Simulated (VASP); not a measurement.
Input of a VASP 6.6.1 run:

INCAR

```
  PREC = Accurate
  ENCUT = 520
  EDIFF = 1E-6
  ISMEAR = 0
  SIGMA = 0.05
  LREAL = Auto
  LASPH = T
  NELM = 100
  ALGO = Normal
  ISIF = 2
  LWAVE = F
  LCHARG = T
  GGA = PE
  LELF = T
  LVHAR = T
  NELECT = 122.0
  NBANDS = 78
```

The input KPOINTS:

```
regular mesh
0
Gamma
  2 2 2
```

The input POSCAR:

```
Si8O14F
1.0
   -4.1773000000     -4.1773000000      0.0000000000
    4.1773000000     -4.1773000000      0.0000000000
    0.0000000000      0.0000000000      5.3310000000
Si O F
8 14 1
Direct
    0.5003489766      0.4847520969     -0.0060873962
    0.0003495664      0.4992586743      0.2502550283
    0.5003461623      0.4844795039      0.5064338552
    0.0003610324      0.4954514294      0.7502476940
    0.0003783227     -0.0007284639      0.0020828933
    0.5004185641      0.0829035410      0.2502959135
    0.0003773630     -0.0007135355      0.4984584778
    0.5003576523     -0.0113725322      0.7502838640
    0.1992823442      0.4960612144      0.0039315741
    0.0003922288      0.1947294346      0.2502574515
    0.8014152825      0.4960965974      0.0039424366
    0.0003728345      0.8025062876      0.2502719518
    0.1992687735      0.4960712553      0.4965746762
    0.0003862348      0.1939204481      0.7502812844
    0.8014286338      0.4960791882      0.4965682760
    0.0004019318      0.8029074498      0.7502662800
    0.6916691723      0.0049492611      0.0070230769
    0.3091156813      0.0049644171      0.0070375723
    0.6916817701      0.0049460164      0.4935451633
    0.5003586977      0.6878674794      0.7502054166
    0.3091081397      0.0049478512      0.4935261146
    0.5003500436      0.2960368824      0.7503085046
    0.5002934917      0.6775200030      0.2502521911
```

Potentials or basis: VASP PAW PBE potentials, release 64 (Si, O, F).

Run with:

```console
$ cat potpaw_PBE.64/Si/POTCAR potpaw_PBE.64/O/POTCAR potpaw_PBE.64/F/POTCAR > POTCAR
$ mpirun -np 1 vasp_std > vasp.out
```

Question: Estimate the largest force.

Answer: 0.085 eV/Å.

Forces on the atoms (eV/Å):
```
Si  -0.017  0.017  0.001
Si   0.012 -0.014  0.002
Si  -0.012  0.011  0.002
Si   0.012 -0.012  0.000
Si  -0.014  0.012  0.003
Si   0.005 -0.001  0.001
Si  -0.015  0.013 -0.003
Si  -0.015  0.013 -0.002
O   -0.014 -0.005  0.006
O    0.015 -0.014  0.001
O    0.003  0.014  0.005
O   -0.023  0.020  0.001
O   -0.016 -0.004 -0.005
O    0.003  0.000 -0.001
O    0.005  0.017 -0.005
O   -0.011  0.010  0.001
O   -0.004 -0.019  0.006
O    0.021  0.006  0.007
O   -0.003 -0.019 -0.008
O    0.019 -0.018 -0.002
O    0.021  0.005 -0.006
O   -0.031  0.030 -0.002
F    0.058 -0.062 -0.002
```

Caveat: the k points lie up to 0.59 Å⁻¹ apart; the cell carries a net charge on a neutralising background, which shifts energy and pressure.
